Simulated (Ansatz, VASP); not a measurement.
InSe in VASP and in Ansatz

```
Se In
1.0
     4.02661    0.00000    0.00000
    -2.01331    3.48715    0.00000
     0.00000    0.00000   28.27071
Se In
4 4
Direct
  0.00000 0.00000 0.15918
  0.00000 0.00000 0.34967
  0.11111 0.22222 0.46144
  0.11111 0.22222 0.65194
  0.66667 0.33333 0.20500
  0.66667 0.33333 0.30385
  0.77778 0.55556 0.50727
  0.77778 0.55556 0.60611
```

Alike in both runs: task single point; functional PBE; dispersion D3(BJ); k mesh 9 × 9 × 1; occupations gaussian, width 0.05 eV; no spin polarisation.

|  | VASP | Ansatz |
| --- | --- | --- |
| version | VASP 6.6.1 | Ansatz 0.2.0 |
| potentials or method | VASP PAW PBE potentials, release 64 (Se, In_d), cutoff 520 eV | scalar-relativistic, plane waves, PAW |
| valence electrons in the cell | 76 | 116 |

```csv
,VASP,Ansatz,Ansatz less VASP
gap on the k mesh at the Fermi level (eV),0.94,0.95,+0.010
least direct gap on the mesh (eV),1.02,1.03,+0.009
rms of the force components (eV/Å),0.078,0.081,+0.0026
```

VASP's potentials hold 76 valence electrons a cell and Ansatz's 116, so a difference there can come from the potentials and not from the codes.
